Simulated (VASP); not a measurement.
A run of VASP 6.6.1:

Contents of INCAR:

```
  PREC = Accurate
  ENCUT = 600
  EDIFF = 1E-6
  ISMEAR = -1
  SIGMA = 0.1
  LREAL = F
  LASPH = T
  NELM = 80
  ALGO = Normal
  ISIF = 8
  LWAVE = F
  LCHARG = F
  GGA = PS
  IBRION = 2
  NSW = 60
  EDIFFG = -0.02
```

Contents of KPOINTS:

```
regular mesh
0
Gamma
  15 15 15
```

File POSCAR:

```
ZrC
1.0
    0.0000000000      2.3650000000      2.3650000000
    2.3650000000      0.0000000000      2.3650000000
    2.3650000000      2.3650000000      0.0000000000
Zr C
1 1
Direct
    0.5000000000      0.5000000000      0.5000000000
    0.0000000000      0.0000000000      0.0000000000
```

Potentials or basis: VASP PAW PBE potentials, release 64 (Zr_sv, C).

Command:

```console
$ cat potpaw_PBE.64/Zr_sv/POTCAR potpaw_PBE.64/C/POTCAR > POTCAR
$ mpirun -np 1 vasp_std > vasp.out
```

Hardware: 1 thread of AMD EPYC 9R45 96-Core Processor (Zen 5), on a shared host.

Question: Estimate the wall time of this run.

Answer: Wall time 74 s on 1 thread of AMD EPYC 9R45 96-Core Processor (Zen 5), with other jobs on the host, peak memory 0.18 GiB. Counts: scf iterations 31, k points 120, ion steps 3.
